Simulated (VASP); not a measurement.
# CdS (F-43m) in VASP: a series of runs

CdS is run at these levels: PBEsol; tasks: single point.

All numbers are computed with VASP 6.6.1; they aren't measurements. Logs are shortened: lines on timing, memory, paths and dates and some standing lists are left out, and cuts for length are marked.

## (1) The cell of the first run

Symmetry: F-43m, No. 216, cubic system. The conventional cell has a = 5.510 Å, b = 5.510 Å, c = 5.510 Å, α = 90.00°, β = 90.00°, γ = 90.00°. Within 3.2 Å of Cd (site symmetry -43m) lie 4 S at 2.39 Å. S (site symmetry -43m) has 4 Cd at 2.39 Å within 3.2 Å.

## (2) Single point, PBEsol

Input file INCAR:

```
  PREC = Accurate
  ENCUT = 520
  EDIFF = 1E-6
  ISMEAR = 0
  SIGMA = 0.01
  LREAL = F
  LASPH = T
  NELM = 80
  ALGO = Normal
  ISIF = 2
  LWAVE = F
  LCHARG = F
  GGA = PS
  NBANDS = 16
```

Input file KPOINTS:

```
regular mesh
0
Gamma
  6 6 6
```

Input file POSCAR:

```
CdS
1.0
    0.0000000000      2.7552149292      2.7552149292
    2.7552149292      0.0000000000      2.7552149292
    2.7552149292      2.7552149292      0.0000000000
Cd S
1 1
Direct
    0.0000000000      0.0000000000      0.0000000000
    0.7500000000      0.7500000000      0.7500000000
```

Potentials or basis: VASP PAW PBE potentials, release 64 (Cd, S).

The run is started by

```
cat potpaw_PBE.64/Cd/POTCAR potpaw_PBE.64/S/POTCAR > POTCAR
mpirun -np 1 vasp_std > vasp.out
```

OUTCAR:

```text
PREC = Accurate
   ENCUT = 520
   EDIFF = 1E-6
   ISMEAR = 0
   LREAL = F
   LASPH = T
   NELM = 80
   ISIF = 2
   GGA = PS

 ion  position               nearest neighbor table
   1  0.000  0.000  0.000-   2 2.39   2 2.39   2 2.39   2 2.39
   2  0.750  0.750  0.750-   1 2.39   1 2.39   1 2.39   1 2.39

  LATTYP: Found a face centered cubic cell.
 ALAT       =     5.5104298584

  Lattice vectors:

 A1 = (   0.0000000000,   2.7552149292,   2.7552149292)
 A2 = (   2.7552149292,   0.0000000000,   2.7552149292)
 A3 = (   2.7552149292,   2.7552149292,   0.0000000000)

Analysis of symmetry for initial positions (statically):
=====================================================================
 Subroutine PRICEL returns:
 Original cell was already a primitive cell.

 Routine SETGRP: Setting up the symmetry group for a
 face centered cubic supercell.

 Subroutine GETGRP returns: Found 24 space group operations
 (whereof 24 operations were pure point group operations)
 out of a pool of 48 trial point group operations.

The static configuration has the point symmetry T_d .

Analysis of symmetry for dynamics (positions and initial velocities):
=====================================================================
 Subroutine PRICEL returns:
 Original cell was already a primitive cell.

 Routine SETGRP: Setting up the symmetry group for a
 face centered cubic supercell.

 Subroutine GETGRP returns: Found 24 space group operations
 (whereof 24 operations were pure point group operations)
 out of a pool of 48 trial point group operations.

The dynamic configuration has the point symmetry T_d .

 Subroutine INISYM returns: Found 24 space group operations
 (whereof 24 operations are pure point group operations),
 and found     1 'primitive' translations

----------------------------------------------------------------------------------------

                                     Primitive cell

  volume of cell :      41.8308

  direct lattice vectors                    reciprocal lattice vectors
     0.000000000  2.755214929  2.755214929    -0.181474046  0.181474046  0.181474046
     2.755214929  0.000000000  2.755214929     0.181474046 -0.181474046  0.181474046
     2.755214929  2.755214929  0.000000000     0.181474046  0.181474046 -0.181474046

  length of vectors
     3.896462320  3.896462320  3.896462320     0.314322267  0.314322267  0.314322267

  position of ions in fractional coordinates (direct lattice)
     0.000000000  0.000000000  0.000000000
     0.750000000  0.750000000  0.750000000

  ion indices of the primitive-cell ions
   primitive index   ion index
                 1           1
                 2           2

----------------------------------------------------------------------------------------

 KPOINTS: regular mesh

Automatic generation of k-mesh.
 Grid dimensions read from file:
 generate k-points for:    6    6    6

 Generating k-lattice:

  Cartesian coordinates                     Fractional coordinates (reciprocal lattice)
    -0.030245674  0.030245674  0.030245674     0.166666667  0.000000000  0.000000000
     0.030245674 -0.030245674  0.030245674     0.000000000  0.166666667  0.000000000
     0.030245674  0.030245674 -0.030245674     0.000000000  0.000000000  0.166666667

  Length of vectors
     0.052387045  0.052387045  0.052387045

  Shift w.r.t. Gamma in fractional coordinates (k-lattice)
     0.000000000  0.000000000  0.000000000

 Subroutine IBZKPT returns following result:
 ===========================================

 Found     16 irreducible k-points:

 Following reciprocal coordinates:
            Coordinates               Weight
  0.000000  0.000000  0.000000      1.000000
  0.166667  0.000000  0.000000      8.000000
  0.333333  0.000000  0.000000      8.000000
  0.500000  0.000000  0.000000      4.000000
  0.166667  0.166667  0.000000      6.000000
  0.333333  0.166667  0.000000     24.000000
[... 8 lines left out ...]
 -0.333333  0.333333  0.166667     24.000000
 -0.333333  0.500000  0.166667     12.000000
   k-points           NKPTS =     16   k-points in BZ     NKDIM =     16   number of bands    NBANDS=     16
   number of dos      NEDOS =    301   number of ions     NIONS =      2
   total plane-waves  NPLWV =  27000
   dimension x,y,z NGX =    30 NGY =   30 NGZ =   30
   dimension x,y,z NGXF=    60 NGYF=   60 NGZF=   60
   ions per type =               1   1
   NGX,Y,Z   is equivalent  to a cutoff of  12.80, 12.80, 12.80 a.u.
   NGXF,Y,Z  is equivalent  to a cutoff of  25.60, 25.60, 25.60 a.u.
 SYSTEM =  unknown system
   PREC   = accura    normal or accurate (medium, high low for compatibility)
   ISTART =      0    job   : 0-new  1-cont  2-samecut
   ICHARG =      2    charge: 1-file 2-atom 10-const
   ISPIN  =      1    spin polarized calculation?
   LNONCOLLINEAR =      F non collinear calculations
   LSORBIT =      F    spin-orbit coupling
   LASPH  =      T    aspherical Exc in radial PAW
   ENCUT  =  520.0 eV  38.22 Ry    6.18 a.u.   7.24  7.24  7.24*2*pi/ulx,y,z
   NELM   =     80;   NELMIN=  2; NELMDL= -5     # of ELM steps
   EDIFF  = 0.1E-05   stopping-criterion for ELM
   LREAL  =      F    real-space projection
   EDIFFG = 0.1E-04   stopping-criterion for IOM
   NSW    =      0    number of steps for IOM
   IBRION =     -1    ionic relax: 0-MD 1-quasi-New 2-CG
   NFREE  =      0    steps in history (QN), initial steepest desc. (CG)
   ISIF   =      2    stress and relaxation
   ISYM   =      2    0-nonsym 1-usesym 2-fastsym
   POTIM  = 0.5000    time-step for ionic-motion
   TEBEG  =    0.0;   TEEND  =   0.0 temperature during run
   PSTRESS=    0.0 pullay stress
   NELECT =      18.0000    total number of electrons
   NUPDOWN=      -1.0000    fix difference up-down
   EMIN   =  10.00;   EMAX   =-10.00  energy-range for DOS
   EFERMI =   0.00;   METHOD = LEGACY
   ISMEAR =     0;   SIGMA  =   0.01  broadening in eV -4-tet -1-fermi 0-gaus
   EFERMI_NEDOS =   21; number of points for ismear=-14 and -15
   IALGO  =     38    algorithm
   IMIX   =      4    mixing-type and parameters
     AMIX     =   0.40;   BMIX     =  1.00
     AMIX_MAG =   1.60;   BMIX_MAG =  1.00
  volume/ion in A,a.u.               =      20.92       141.14
  Fermi-wavevector in a.u.,A,eV,Ry     =   1.235948  2.335603 20.783816  1.527567
  Thomas-Fermi vector in A             =   2.370577
   LORBIT       =      0    0 simple, 1 ext, 2 COOP (PROOUT), +10 PAW based schemes
   GGA     = PS    functional components
   LHFCALC =     F    Hartree Fock is set to
   AEXX    =    0.0000 exact exchange contribution
   IVDW    =     0    specifies the selected vdW correction
   LEPSILON=     F    determine dielectric tensor
   LRPA    =     F    only Hartree local field effects (RPA)
 non-spin polarized calculation
 Gauss-broadening in eV      SIGMA  =   0.01
  energy-cutoff  :      520.00
  volume of cell :       41.83
 maximum number of plane-waves:      1158
 NGX is ok and might be reduce to    30
   NGX = 15   NGY = 15   NGZ = 15

 number of electron      18.0000005 magnetization

 Free energy of the ion-electron system (eV)
  ---------------------------------------------------
  ext. energy  EPLUGINS =         0.00000000
  ---------------------------------------------------
  free energy    TOTEN  =        -6.47875662 eV

  energy without entropy =       -6.47875662  energy(sigma->0) =       -6.47875662

 E-fermi :   2.9806     XC(G=0): -10.2031

 val. band max:        2.8739102835   @ k =   0.0000   0.0000   0.0000
 cond. band min:       4.2112846828   @ k =   0.0000   0.0000   0.0000
 fundamental gap:      1.3373743993
 Fermi energy:         2.9806310250

 k-point     1 :       0.0000    0.0000    0.0000
  band No.  band energies     occupation
      1     -10.7459      2.00000
      2      -5.7029      2.00000
      3      -5.7029      2.00000
      4      -5.7029      2.00000
      5      -4.9418      2.00000
      6      -4.9418      2.00000
[... 8 lines left out ...]
     15      14.5418      0.00000
     16      14.9628      0.00000

 k-point     2 :       0.1667    0.0000    0.0000
  band No.  band energies     occupation
      1     -10.5912      2.00000
      2      -5.6454      2.00000
      3      -5.6454      2.00000
      4      -5.5987      2.00000
      5      -4.9443      2.00000
      6      -4.9443      2.00000
[... 8 lines left out ...]
     15      13.6061      0.00000
     16      14.9331      0.00000

 k-point     3 :       0.3333    0.0000    0.0000
  band No.  band energies     occupation
      1     -10.2781      2.00000
      2      -5.5521      2.00000
      3      -5.5521      2.00000
      4      -5.1119      2.00000
      5      -4.9161      2.00000
      6      -4.9161      2.00000
[... 8 lines left out ...]
     15      14.1239      0.00000
     16      14.1239      0.00000

 k-point     4 :       0.5000    0.0000    0.0000
  band No.  band energies     occupation
      1     -10.1229      2.00000
      2      -5.5209      2.00000
      3      -5.5209      2.00000
      4      -4.8799      2.00000
      5      -4.8799      2.00000
      6      -4.3879      2.00000
[... 8 lines left out ...]
     15      15.7061      0.00000
     16      15.7061      0.00000

 k-point     5 :       0.1667    0.1667    0.0000
  band No.  band energies     occupation
      1     -10.5401      2.00000
      2      -5.6415      2.00000
      3      -5.5875      2.00000
      4      -5.5875      2.00000
      5      -4.9874      2.00000
      6      -4.9057      2.00000
[... 8 lines left out ...]
     15      14.6738      0.00000
     16      17.1854      0.00000

 k-point     6 :       0.3333    0.1667    0.0000
  band No.  band energies     occupation
      1     -10.2810      2.00000
      2      -5.5448      2.00000
      3      -5.4740      2.00000
      4      -5.3234      2.00000
      5      -4.9390      2.00000
      6      -4.8732      2.00000
[... 8 lines left out ...]
     15      14.9015      0.00000
     16      16.2576      0.00000

 k-point     7 :       0.5000    0.1667    0.0000
  band No.  band energies     occupation
      1     -10.0767      2.00000
      2      -5.4966      2.00000
      3      -5.4293      2.00000
      4      -5.0177      2.00000
      5      -4.8698      2.00000
      6      -4.3915      2.00000
[... 8 lines left out ...]
     15      15.7589      0.00000
     16      16.2183      0.00000

 k-point     8 :      -0.3333    0.1667    0.0000
  band No.  band energies     occupation
      1     -10.1271      2.00000
      2      -5.4948      2.00000
      3      -5.4673      2.00000
      4      -4.9892      2.00000
      5      -4.9425      2.00000
      6      -4.6186      2.00000
[... 8 lines left out ...]
     15      15.4160      0.00000
     16      16.2213      0.00000

 k-point     9 :      -0.1667    0.1667    0.0000
  band No.  band energies     occupation
      1     -10.3839      2.00000
      2      -5.5751      2.00000
      3      -5.5496      2.00000
      4      -5.3999      2.00000
      5      -4.9784      2.00000
      6      -4.8867      2.00000
[... 8 lines left out ...]
     15      14.5197      0.00000
     16      16.5500      0.00000

 k-point    10 :       0.3333    0.3333    0.0000
  band No.  band energies     occupation
      1     -10.1294      2.00000
      2      -5.4731      2.00000
      3      -5.3152      2.00000
      4      -5.3152      2.00000
      5      -4.8517      2.00000
      6      -4.8328      2.00000
[... 8 lines left out ...]
     15      14.9933      0.00000
     16      19.0565      0.00000

 k-point    11 :       0.5000    0.3333    0.0000
  band No.  band energies     occupation
      1      -9.9810      2.00000
      2      -5.4443      2.00000
      3      -5.2403      2.00000
      4      -5.1795      2.00000
      5      -4.8330      2.00000
      6      -4.3555      2.00000
[... 8 lines left out ...]
     15      15.8393      0.00000
     16      17.2202      0.00000

 k-point    12 :      -0.3333    0.3333    0.0000
  band No.  band energies     occupation
      1      -9.9819      2.00000
      2      -5.4539      2.00000
      3      -5.3068      2.00000
      4      -5.0400      2.00000
      5      -4.9091      2.00000
      6      -4.1228      2.00000
[... 8 lines left out ...]
     15      14.4661      0.00000
     16      18.1876      0.00000

 k-point    13 :       0.5000    0.5000    0.0000
  band No.  band energies     occupation
      1      -9.9315      2.00000
      2      -5.4702      2.00000
      3      -5.1503      2.00000
      4      -5.1503      2.00000
      5      -4.7959      2.00000
      6      -4.3188      2.00000
[... 8 lines left out ...]
     15      15.1923      0.00000
     16      16.7322      0.00000

 k-point    14 :       0.5000    0.3333    0.1667
  band No.  band energies     occupation
      1     -10.0793      2.00000
      2      -5.4311      2.00000
      3      -5.4108      2.00000
      4      -5.1423      2.00000
      5      -4.8819      2.00000
      6      -4.5933      2.00000
[... 8 lines left out ...]
     15      16.2862      0.00000
     16      16.8831      0.00000

 k-point    15 :      -0.3333    0.3333    0.1667
  band No.  band energies     occupation
      1      -9.9818      2.00000
      2      -5.4286      2.00000
      3      -5.3434      2.00000
      4      -5.0202      2.00000
      5      -4.9219      2.00000
      6      -4.1068      2.00000
[... 8 lines left out ...]
     15      15.7827      0.00000
     16      16.7626      0.00000

 k-point    16 :      -0.3333    0.5000    0.1667
  band No.  band energies     occupation
      1      -9.9341      2.00000
      2      -5.4088      2.00000
      3      -5.2700      2.00000
      4      -5.0777      2.00000
      5      -4.8795      2.00000
      6      -4.0526      2.00000
[... 8 lines left out ...]
     15      16.5419      0.00000
     16      16.6840      0.00000

------------------------ aborting loop because EDIFF is reached ----------------------------------------

  FORCE on cell =-STRESS in cart. coord.  units (eV):
  Direction    XX          YY          ZZ          XY          YZ          ZX
  --------------------------------------------------------------------------------------
  -------------------------------------------------------------------------------------
  Total        4.1205258      4.1205258      4.1205258     -0.0000000     -0.0000000     -0.0000000
  in kB      157.8217208    157.8217208    157.8217208     -0.0000000     -0.0000000     -0.0000000
  external PRESSURE =     157.8217208 kB  Pullay stress =       0.0000000 kB

 VOLUME and BASIS-vectors are now :
 -----------------------------------------------------------------------------
  energy-cutoff  :      520.00
  volume of cell :       41.83
      direct lattice vectors                 reciprocal lattice vectors
     0.000000000  2.755214929  2.755214929    -0.181474046  0.181474046  0.181474046
     2.755214929  0.000000000  2.755214929     0.181474046 -0.181474046  0.181474046
     2.755214929  2.755214929  0.000000000     0.181474046  0.181474046 -0.181474046

 POSITION                                       TOTAL-FORCE (eV/Angst)
 -----------------------------------------------------------------------------------
      0.00000      0.00000      0.00000        -0.000000     -0.000000     -0.000000
      4.13282      4.13282      4.13282         0.000000      0.000000      0.000000
 -----------------------------------------------------------------------------------
    total drift:                                0.000000      0.000000      0.000000

  FREE ENERGIE OF THE ION-ELECTRON SYSTEM (eV)
  ---------------------------------------------------
  free  energy   TOTEN  =        -6.4787566164 eV

  energy  without entropy=       -6.4787566164  energy(sigma->0) =       -6.47875662
```

Run time: 5.8 s. Hardware: 1 thread of Intel Xeon 6975P-C (Granite Rapids), shared host; peak memory 0.16 GiB.

What came out:

```yaml
Free_energy: -6.4788 eV
Pressure: 15.8 GPa
Band_gap_on_the_k_mesh: 1.34 eV
```

Caveat: the cell stands under pressure; the PAW data sets were made with another functional, which shifts forces and pressure a little.

(Continued in part 2 of 2.)
